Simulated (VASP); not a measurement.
Here is a VASP 6.6.1 calculation.

POSCAR

```
LaAgS2
1.0
    4.1300216886      0.0000000000      0.0000000000
    0.0000000000      4.1300216886      0.0000000000
    0.0000000000      0.0000000000      5.6048983260
Ag S La
1 2 1
Direct
    0.0000000000      0.0000000000      0.0000000000
    0.0000000000      0.0000000000      0.5000000000
    0.5000000000      0.5000000000      0.0000000000
    0.5000000000      0.5000000000      0.5000000000
```

INCAR.step1

```
PREC     = Accurate       # precision mode
ENCUT    = 400            # plane-wave cutoff, eV
EDIFF    = 1E-5           # SCF threshold, eV
ISMEAR   = -1             # smearing method
SIGMA    = 0.02           # smearing width, eV
LREAL    = False          # projectors in reciprocal space
LASPH    = True           # aspherical terms in the spheres
NELM     = 200            # most SCF steps
ALGO     = Normal         # electronic algorithm
ISIF     = 2              # what is computed and relaxed
LWAVE    = True           # write WAVECAR
LCHARG   = False          # write CHGCAR
NBANDS   = 25             # bands
GGA      = PE             # functional
GGA_COMPAT= False        
LMAXMIX  = 6              # l up to which the mixer works
```

Contents of INCAR.step2:

```
PREC     = Accurate       # precision mode
ENCUT    = 400            # plane-wave cutoff, eV
EDIFF    = 1E-6           # SCF threshold, eV
ISMEAR   = -1             # smearing method
SIGMA    = 0.02           # smearing width, eV
LREAL    = False          # projectors in reciprocal space
LASPH    = True           # aspherical terms in the spheres
NELM     = 200            # most SCF steps
ALGO     = Normal         # electronic algorithm
ISIF     = 2              # what is computed and relaxed
LWAVE    = False          # write WAVECAR
LCHARG   = False          # write CHGCAR
GGA      = PE             # functional
LHFCALC  = True           # exact exchange
AEXX     = 0.15           # exact-exchange fraction
HFSCREEN = 0.3            # screening, 1/A
PRECFOCK = Normal       
NBANDS   = 25             # bands
ISTART   = 1            
GGA_COMPAT= False        
LMAXMIX  = 6              # l up to which the mixer works
```

KPOINTS

```
Automatic mesh
0
Gamma
  4 4 2
```

Potentials or basis: VASP PAW PBE potentials, release 64 (Ag, S, La).

Run with:

```console
$ cat potpaw_PBE.64/Ag/POTCAR potpaw_PBE.64/S/POTCAR potpaw_PBE.64/La/POTCAR > POTCAR
$ cp INCAR.step1 INCAR
$ mpirun -np 1 vasp_std > vasp.out
$ cp INCAR.step2 INCAR
$ mpirun -np 1 vasp_std > vasp.out
```

Q: What does it give for the pressure?

A: 0.1 GPa.

Q: Predict the band gap on the k mesh.

A: Zero (bands 17 and 18 overlap by 0.01 eV).

Caveat: the k points lie up to 0.56 Å⁻¹ apart; the PAW data sets were made with another functional, which shifts forces and pressure a little; spin-orbit coupling is left out, which moves the levels of the heavy elements.
